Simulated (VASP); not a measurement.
# Ir: single point with r2SCAN

Crystal: Ir.

```
Ir
1.0
     0.00000    1.92285    1.92285
     1.92285    0.00000    1.92285
     1.92285    1.92285    0.00000
Ir
1
Direct
  0.00000 0.00000 0.00000
```

| Quantity | Value |
| --- | --- |
| Program | VASP 6.6.1 |
| Task | single point |
| Functional | r2SCAN |
| Potentials or basis | VASP PAW PBE potentials, release 64 (Ir_sv_GW) |
| Cutoff | 620 eV |
| k mesh | 20 × 20 × 20 |
| Occupations | fermi-dirac, width 0.1 eV |
| Spin | no spin polarisation |

The pressure is -1.2 GPa and the band gap on the k mesh is zero (an odd number of electrons rules out a gap without spin polarisation).

Levels at points of the mesh, in eV from the Fermi level:
| k point | band 4 | band 5 | band 6 | band 7 | band 8 | band 9 | band 10 | band 11 | band 12 | band 13 |
| --- | --- | --- | --- | --- | --- | --- | --- | --- | --- | --- |
| (0.00, 0.00, 0.00) | -50.80 | -11.40 | -3.92 | -3.92 | -3.92 | -1.24 | -1.24 | 14.33 | 20.09 | 20.09 |
| (0.50, 0.00, 0.00) | -50.92 | -8.30 | -4.08 | -4.08 | -0.64 | 0.97 | 0.97 | 7.69 | 14.08 | 20.04 |
| (0.50, 0.50, 0.00) | -51.11 | -8.09 | -7.51 | 0.88 | 1.61 | 1.61 | 1.80 | 11.10 | 12.08 | 12.08 |

It took 75 s on 1 thread of Intel(R) Xeon(R) 6975P-C (Granite Rapids) (shared host), peak memory 0.21 GiB.

Caveat: the PAW data sets were made with another functional, which shifts forces and pressure a little; spin-orbit coupling is left out, which moves the levels of the heavy elements.
